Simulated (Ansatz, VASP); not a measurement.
## One calculation of SiSbTe2, two programs

```
CELL_PARAMETERS angstrom
3.95711 0.00000 0.00000
-1.97856 3.42696 0.00000
0.00000 0.00000 8.03660
ATOMIC_POSITIONS crystal
Si 0.00000 0.00000 0.50000
Sb 0.00000 0.00000 0.00000
Te 0.33333 0.66667 0.71564
Te 0.66667 0.33333 0.28436
```

Alike in both runs: functional PBE; k mesh 6 × 6 × 4; occupations gaussian, width 0.1 eV; no spin polarisation.

Ansatz relaxed the structure, and its values are those at the end. VASP's run is a single point on that final structure, the one shown.

|  | VASP | Ansatz |
| --- | --- | --- |
| version | VASP 6.6.1 | Ansatz 0.2.0 |
| potentials or method | VASP PAW PBE potentials, release 64 (Si, Sb, Te), cutoff 520 eV | scalar-relativistic, plane waves, PAW |
| valence electrons in the cell | 21 | 51 |

Ansatz gave:

| Property | Result |
| --- | --- |
| gap on the k mesh at the Fermi level (eV) | none |
| pressure (GPa) | 0.0 |
| rms of the force components (eV/Å) | 0.013 |

Which values does VASP return?

gap on the k mesh at the Fermi level (eV): none; pressure (GPa): -0.1; rms of the force components (eV/Å): 0.017.

A gap of «none» marks a metal or a gap that the smearing closes. The functional is the same, so the differences come from potentials, cutoffs and numerics. VASP's potentials hold 21 valence electrons a cell and Ansatz's 51, so a difference there can come from the potentials and not from the codes.

Spin-orbit coupling is off throughout.
